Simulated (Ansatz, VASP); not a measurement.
## BiB: VASP beside Ansatz

File POSCAR:

```
BiB
1.0
    0.0000000000      2.7448744634      2.7448744634
    2.7037013464      0.0000000000      2.7448744634
    2.7037013464      2.7448744634      0.0000000000
B Bi
1 1
Direct
    0.0000000000      0.0000000000      0.0000000000
    0.2500000000      0.2500000000      0.2500000000
```

Contents of INCAR.step1:

```
SYSTEM = BiB
PREC = Accurate
ENCUT = 520
ISMEAR = 0
SIGMA = 0.01
LREAL = .FALSE.
LASPH = .TRUE.
NELM = 80
NBANDS = 16
GGA = PE
ALGO = Normal
EDIFF = 1E-4
LWAVE = .TRUE.
LCHARG = .FALSE.
```

Contents of INCAR.step2:

```
SYSTEM = BiB
PREC = Accurate
ENCUT = 520
EDIFF = 1E-6
ISMEAR = 0
SIGMA = 0.01
LREAL = .FALSE.
LASPH = .TRUE.
NELM = 80
ALGO = Normal
ISIF = 2
LWAVE = .FALSE.
LCHARG = .TRUE.
METAGGA = R2SCAN
LMIXTAU = .TRUE.
LELF = .TRUE.
LVHAR = .TRUE.
NBANDS = 16
ISTART = 1
```

The input KPOINTS:

```
regular mesh
0
G
  8 8 8
  0 0 0
```

Input for Ansatz:

```yaml
crystal:
  lattice:
    - [0.0, 2.7448744634, 2.7448744634]
    - [2.7037013464, 0.0, 2.7448744634]
    - [2.7037013464, 2.7448744634, 0.0]
  atoms:
    - { symbol: B, position: [0.0, 0.0, 0.0] }
    - { symbol: Bi, position: [0.25, 0.25, 0.25] }
kpoints:
  mp_grid: { grid: [8, 8, 8] }
  band_path:
    path:
      - [0.0, 0.0, 0.0]
      - [-0.5, -0.5, 0.0]
      - [-0.375, -0.375, 0.25]
      - [-0.375, 0.0, 0.375]
      - [0.0, 0.0, 0.5]
      - [-0.5, -0.25, 0.25]
    npoints: 1
hamiltonian:
  xc: r2scan
scf:
  occupations: { method: fixed }
  n_extra_bands: 4
output:
  forces: true
  stress: true
  eigenvalues: true
  write_density: true
  write_potential: true
  elf: true
  volumetric_format: npy
```

Change from the starting cell: uniaxial_x strain -1.5%.

Alike in both runs: task single point; functional r2SCAN; k mesh 8 × 8 × 8; no spin polarisation.

```csv
,VASP,Ansatz
version,VASP 6.6.1,Ansatz 0.2.0
potentials or method,"VASP PAW PBE potentials, release 64 (B, Bi_d)","plane waves, PAW"
plane-wave cutoff (eV),520,500
occupations,"gaussian, width 0.01 eV",fixed
valence electrons in the cell,18,18
```

|  | VASP | Ansatz | Ansatz less VASP |
| --- | --- | --- | --- |
| gap on the k mesh at the Fermi level (eV) | 0.43 | 0.42 | -0.005 |
| pressure (GPa) | 1.2 | 1.2 | +0.04 |
| traceless stress, the component that is largest in VASP (GPa) | 1.00 | 1.00 | -0.003 |

VASP's potentials were made for PBE, not for r2SCAN.

Neither program's run includes spin-orbit coupling.
